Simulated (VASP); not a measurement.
# HgTe (I-4m2) in VASP: single point with PBE

Aim: the single point of HgTe with PBE.

All numbers are computed with VASP 6.6.1; they aren't measurements. Logs are shortened: lines on timing, memory, paths and dates and some standing lists are left out, and cuts for length are marked.

## (1) The cell of the first run

The structure is tetragonal, space group I-4m2 (No. 119). Conventional cell: a = 4.627 Å, b = 4.627 Å, c = 6.254 Å, α = 90.00°, β = 90.00°, γ = 90.00°. Hg (site symmetry -4m2) has 4 Te at 2.79 Å within 3.7 Å. Te (site symmetry -4m2) has 4 Hg at 2.79 Å within 3.7 Å.

## (2) Single point, PBE (strain +0.015 along x and y, -0.030 along z)

INCAR reads:

```
SYSTEM = HgTe
PREC     = Accurate       ! precision mode
ENCUT    = 520            ! plane-wave cutoff, eV
EDIFF    = 1E-6           ! SCF threshold, eV
ISMEAR   = 0              ! smearing method
SIGMA    = 0.15           ! smearing width, eV
LREAL    = .FALSE.        ! projectors in reciprocal space
LASPH    = .TRUE.         ! aspherical terms in the spheres
NELM     = 60             ! most SCF steps
ALGO     = Normal         ! electronic algorithm
ISIF     = 2              ! what is computed and relaxed
LWAVE    = .FALSE.        ! write WAVECAR
LCHARG   = .TRUE.         ! write CHGCAR
GGA      = PE             ! functional
LELF     = .TRUE.         ! ELF
LVHAR    = .TRUE.       
NBANDS   = 16             ! bands
```

KPOINTS reads:

```
regular mesh
0
G
  14 14 14
  0 0 0
```

POSCAR reads:

```
HgTe
1.0
    0.0000000000      3.2718525000      3.1267950000
    3.2718525000      0.0000000000      3.1267950000
    3.2718525000      3.2718525000      0.0000000000
Hg Te
1 1
Direct
    0.0000000000      0.0000000000      0.0000000000
    0.7500000000      0.7500000000      0.7500000000
```

Potentials or basis: VASP PAW PBE potentials, release 64 (Hg, Te).

The run is started by

```bash
> cat potpaw_PBE.64/Hg/POTCAR potpaw_PBE.64/Te/POTCAR > POTCAR
> mpirun -np 1 vasp_std > vasp.out
```

OUTCAR:

```text
SYSTEM = HgTe
   PREC = Accurate
   ENCUT = 520
   EDIFF = 1E-6
   ISMEAR = 0
   LREAL = .FALSE.
   LASPH = .TRUE.
   NELM = 60
   ISIF = 2
   GGA = PE

 ion  position               nearest neighbor table
   1  0.000  0.000  0.000-   2 2.79   2 2.79   2 2.79   2 2.79
   2  0.750  0.750  0.750-   1 2.79   1 2.79   1 2.79   1 2.79

  LATTYP: Found a body centered tetragonal cell.
 ALAT       =     4.6270981796
 C/A-ratio  =     1.3515144389

  Lattice vectors:

 A1 = (   0.0000000000,  -3.2718525000,  -3.1267950000)
 A2 = (   0.0000000000,   3.2718525000,  -3.1267950000)
 A3 = (   3.2718525000,   0.0000000000,   3.1267950000)

Analysis of symmetry for initial positions (statically):
=====================================================================
 Subroutine PRICEL returns:
 Original cell was already a primitive cell.

 Routine SETGRP: Setting up the symmetry group for a
 body centered tetragonal supercell.

 Subroutine GETGRP returns: Found  8 space group operations
 (whereof  8 operations were pure point group operations)
 out of a pool of 16 trial point group operations.

The static configuration has the point symmetry D_2d.

Analysis of symmetry for dynamics (positions and initial velocities):
=====================================================================
 Subroutine PRICEL returns:
 Original cell was already a primitive cell.

 Routine SETGRP: Setting up the symmetry group for a
 body centered tetragonal supercell.

 Subroutine GETGRP returns: Found  8 space group operations
 (whereof  8 operations were pure point group operations)
 out of a pool of 16 trial point group operations.

The dynamic configuration has the point symmetry D_2d.

 Subroutine INISYM returns: Found  8 space group operations
 (whereof  8 operations are pure point group operations),
 and found     1 'primitive' translations

----------------------------------------------------------------------------------------

                                     Primitive cell

  volume of cell :      66.9448

  direct lattice vectors                    reciprocal lattice vectors
     0.000000000  3.271852500  3.126795000    -0.152818625  0.152818625  0.159908149
     3.271852500  0.000000000  3.126795000     0.152818625 -0.152818625  0.159908149
     3.271852500  3.271852500  0.000000000     0.152818625  0.152818625 -0.159908149

  length of vectors
     4.525689534  4.525689534  4.627098180     0.268845086  0.268845086  0.268845086

  position of ions in fractional coordinates (direct lattice)
     0.000000000  0.000000000  0.000000000
     0.750000000  0.750000000  0.750000000

  ion indices of the primitive-cell ions
   primitive index   ion index
                 1           1
                 2           2

----------------------------------------------------------------------------------------

 KPOINTS: regular mesh

Automatic generation of k-mesh.
 Grid dimensions read from file:
 generate k-points for:   14   14   14

 Generating k-lattice:

  Cartesian coordinates                     Fractional coordinates (reciprocal lattice)
    -0.010915616  0.010915616  0.011422011     0.071428571  0.000000000  0.000000000
     0.010915616 -0.010915616  0.011422011     0.000000000  0.071428571  0.000000000
     0.010915616  0.010915616 -0.011422011     0.000000000  0.000000000  0.071428571

  Length of vectors
     0.019203220  0.019203220  0.019203220

  Shift w.r.t. Gamma in fractional coordinates (k-lattice)
     0.000000000  0.000000000  0.000000000

 Subroutine IBZKPT returns following result:
 ===========================================

 Found    244 irreducible k-points:

 Following reciprocal coordinates:
            Coordinates               Weight
  0.000000  0.000000  0.000000      1.000000
  0.071429  0.000000  0.000000      8.000000
  0.142857  0.000000  0.000000      8.000000
  0.214286  0.000000  0.000000      8.000000
  0.285714  0.000000  0.000000      8.000000
  0.357143  0.000000  0.000000      8.000000
[... 16 lines left out ...]
  0.214286  0.142857  0.000000      8.000000
  0.285714  0.142857  0.000000      8.000000
 [... further k-points ...]
   k-points           NKPTS =    244   k-points in BZ     NKDIM =    244   number of bands    NBANDS=     16
   number of dos      NEDOS =    301   number of ions     NIONS =      2
   total plane-waves  NPLWV =  46656
   dimension x,y,z NGX =    36 NGY =   36 NGZ =   36
   dimension x,y,z NGXF=    72 NGYF=   72 NGZF=   72
   ions per type =               1   1
   NGX,Y,Z   is equivalent  to a cutoff of  13.22, 13.22, 12.93 a.u.
   NGXF,Y,Z  is equivalent  to a cutoff of  26.45, 26.45, 25.87 a.u.
 SYSTEM =  HgTe
   PREC   = accura    normal or accurate (medium, high low for compatibility)
   ISTART =      0    job   : 0-new  1-cont  2-samecut
   ICHARG =      2    charge: 1-file 2-atom 10-const
   ISPIN  =      1    spin polarized calculation?
   LNONCOLLINEAR =      F non collinear calculations
   LSORBIT =      F    spin-orbit coupling
   LASPH  =      T    aspherical Exc in radial PAW
   ENCUT  =  520.0 eV  38.22 Ry    6.18 a.u.   8.41  8.41  8.60*2*pi/ulx,y,z
   NELM   =     60;   NELMIN=  2; NELMDL= -5     # of ELM steps
   EDIFF  = 0.1E-05   stopping-criterion for ELM
   LREAL  =      F    real-space projection
   EDIFFG = 0.1E-04   stopping-criterion for IOM
   NSW    =      0    number of steps for IOM
   IBRION =     -1    ionic relax: 0-MD 1-quasi-New 2-CG
   NFREE  =      0    steps in history (QN), initial steepest desc. (CG)
   ISIF   =      2    stress and relaxation
   ISYM   =      2    0-nonsym 1-usesym 2-fastsym
   POTIM  = 0.5000    time-step for ionic-motion
   TEBEG  =    0.0;   TEEND  =   0.0 temperature during run
   PSTRESS=    0.0 pullay stress
   NELECT =      18.0000    total number of electrons
   NUPDOWN=      -1.0000    fix difference up-down
   EMIN   =  10.00;   EMAX   =-10.00  energy-range for DOS
   EFERMI =   0.00;   METHOD = LEGACY
   ISMEAR =     0;   SIGMA  =   0.15  broadening in eV -4-tet -1-fermi 0-gaus
   EFERMI_NEDOS =   21; number of points for ismear=-14 and -15
   IALGO  =     38    algorithm
   IMIX   =      4    mixing-type and parameters
     AMIX     =   0.40;   BMIX     =  1.00
     AMIX_MAG =   1.60;   BMIX_MAG =  1.00
  volume/ion in A,a.u.               =      33.47       225.88
  Fermi-wavevector in a.u.,A,eV,Ry     =   1.056639  1.996759 15.190720  1.116486
  Thomas-Fermi vector in A             =   2.191882
   LORBIT       =      0    0 simple, 1 ext, 2 COOP (PROOUT), +10 PAW based schemes
   GGA     = PE    functional components
   LHFCALC =     F    Hartree Fock is set to
   AEXX    =    0.0000 exact exchange contribution
   IVDW    =     0    specifies the selected vdW correction
   LEPSILON=     F    determine dielectric tensor
   LRPA    =     F    only Hartree local field effects (RPA)
 non-spin polarized calculation
 Gauss-broadening in eV      SIGMA  =   0.15
  energy-cutoff  :      520.00
  volume of cell :       66.94
 maximum number of plane-waves:      1839
 NGX is ok and might be reduce to    36
   NGX = 17   NGY = 17   NGZ = 17

 number of electron      17.9999998 magnetization

 Free energy of the ion-electron system (eV)
  ---------------------------------------------------
  ext. energy  EPLUGINS =         0.00000000
  ---------------------------------------------------
  free energy    TOTEN  =        -3.56834461 eV

  energy without entropy =       -3.56814633  energy(sigma->0) =       -3.56824547

 E-fermi :   3.3366     XC(G=0):  -8.7852

 val. band max:        3.2772282393   @ k =   0.0000   0.0000   0.0000
 cond. band min:       3.5641735398   @ k =   0.0714   0.0000   0.0000
 fundamental gap:      0.2869453005
 Fermi energy:         3.3366403476

 k-point     1 :       0.0000    0.0000    0.0000
  band No.  band energies     occupation
      1      -8.8579      2.00000
      2      -4.2153      2.00000
      3      -4.2153      2.00000
      4      -4.2053      2.00000
      5      -3.6903      2.00000
      6      -3.6585      2.00000
[... 8 lines left out ...]
     15      12.4621      0.00000
     16      12.8778      0.00000

 k-point     2 :       0.0714    0.0000    0.0000
  band No.  band energies     occupation
      1      -8.8316      2.00000
      2      -4.2086      2.00000
      3      -4.2080      2.00000
      4      -4.1960      2.00000
      5      -3.6906      2.00000
      6      -3.6599      2.00000
[... 8 lines left out ...]
     15      12.0444      0.00000
     16      12.3508      0.00000

 k-point     3 :       0.1429    0.0000    0.0000
  band No.  band energies     occupation
      1      -8.7565      2.00000
      2      -4.1884      2.00000
      3      -4.1869      2.00000
      4      -4.1667      2.00000
      5      -3.6906      2.00000
      6      -3.6630      2.00000
[... 8 lines left out ...]
     15      11.6734      0.00000
     16      11.9713      0.00000

 k-point     4 :       0.2143    0.0000    0.0000
  band No.  band energies     occupation
      1      -8.6445      2.00000
      2      -4.1618      2.00000
      3      -4.1547      2.00000
      4      -4.1040      2.00000
      5      -3.6876      2.00000
      6      -3.6655      2.00000
[... 8 lines left out ...]
     15      11.5669      0.00000
     16      11.8515      0.00000
[... 324 lines left out ...]
 k-point    22 :       0.1429    0.1429    0.0000
  band No.  band energies     occupation
      1      -8.7178      2.00000
      2      -4.1929      2.00000
      3      -4.1607      2.00000
      4      -4.1607      2.00000
      5      -3.6759      2.00000
      6      -3.6759      2.00000
[... 8 lines left out ...]
     15      11.5221      0.00000
     16      12.5823      0.00000

 k-point    23 :       0.2143    0.1429    0.0000
  band No.  band energies     occupation
      1      -8.6322      2.00000
      2      -4.1758      2.00000
      3      -4.1311      2.00000
      4      -4.1214      2.00000
      5      -3.6803      2.00000
      6      -3.6690      2.00000
[... 8 lines left out ...]
     15      12.0803      0.00000
     16      12.5078      0.00000

 k-point    24 :       0.2857    0.1429    0.0000
  band No.  band energies     occupation
      1      -8.5189      2.00000
      2      -4.1445      2.00000
      3      -4.1003      2.00000
      4      -4.0491      2.00000
      5      -3.6752      2.00000
      6      -3.6608      2.00000
[... 8 lines left out ...]
     15      12.3289      0.00000
     16      12.5639      0.00000

 [... further k-points ...]

------------------------ aborting loop because EDIFF is reached ----------------------------------------

  FORCE on cell =-STRESS in cart. coord.  units (eV):
  Direction    XX          YY          ZZ          XY          YZ          ZX
  --------------------------------------------------------------------------------------
  -------------------------------------------------------------------------------------
  Total        1.6594274      1.6594274      1.8617271      0.0000000     -0.0000000     -0.0000000
  in kB       39.7147646     39.7147646     44.5563661      0.0000000     -0.0000000     -0.0000000
  external PRESSURE =      41.3286318 kB  Pullay stress =       0.0000000 kB

 VOLUME and BASIS-vectors are now :
 -----------------------------------------------------------------------------
  energy-cutoff  :      520.00
  volume of cell :       66.94
      direct lattice vectors                 reciprocal lattice vectors
     0.000000000  3.271852500  3.126795000    -0.152818625  0.152818625  0.159908149
     3.271852500  0.000000000  3.126795000     0.152818625 -0.152818625  0.159908149
     3.271852500  3.271852500  0.000000000     0.152818625  0.152818625 -0.159908149

 POSITION                                       TOTAL-FORCE (eV/Angst)
 -----------------------------------------------------------------------------------
      0.00000      0.00000      0.00000        -0.000000     -0.000000      0.000000
      4.90778      4.90778      4.69019         0.000000      0.000000     -0.000000
 -----------------------------------------------------------------------------------
    total drift:                                0.000000      0.000000     -0.000000

  FREE ENERGIE OF THE ION-ELECTRON SYSTEM (eV)
  ---------------------------------------------------
  free  energy   TOTEN  =        -3.5683446089 eV

  energy  without entropy=       -3.5681463278  energy(sigma->0) =       -3.56824547
```

Wall time 1.9 min (1 thread of Intel Xeon Platinum 8488C (Sapphire Rapids), shared host); peak memory 0.4 GiB.

Results:

```yaml
Free_energy: -3.5683 eV
Pressure: 4.1 GPa
Band_gap_on_the_k_mesh: 0.11 eV (least direct gap 0.14 eV)
```

Levels at points of the mesh, in eV from the valence-band top:
| k point | band 7 | band 8 | band 9 | band 10 | band 11 | band 12 |
| --- | --- | --- | --- | --- | --- | --- |
| (0.00, 0.00, 0.00) | -0.69 | -0.03 | -0.03 | 0.11 | 4.25 | 4.25 |
| (0.50, 0.00, 0.00) | -5.52 | -1.08 | -0.88 | 0.71 | 4.93 | 5.19 |
| (0.50, 0.50, 0.00) | -5.31 | -2.41 | -2.41 | 1.70 | 2.36 | 8.46 |
| (0.50, 0.00, 0.50) | -5.52 | -2.27 | -2.17 | 2.03 | 2.56 | 8.16 |

Caveat: the cell differs from its parent crystal (strain +0.015 along x and y, -0.030 along z); the cell stands under pressure; the smearing spreads over this small gap; spin-orbit coupling is left out, which moves the levels of the heavy elements.

The gap in the log of VASP goes by the Fermi energy; the results here count the filled bands.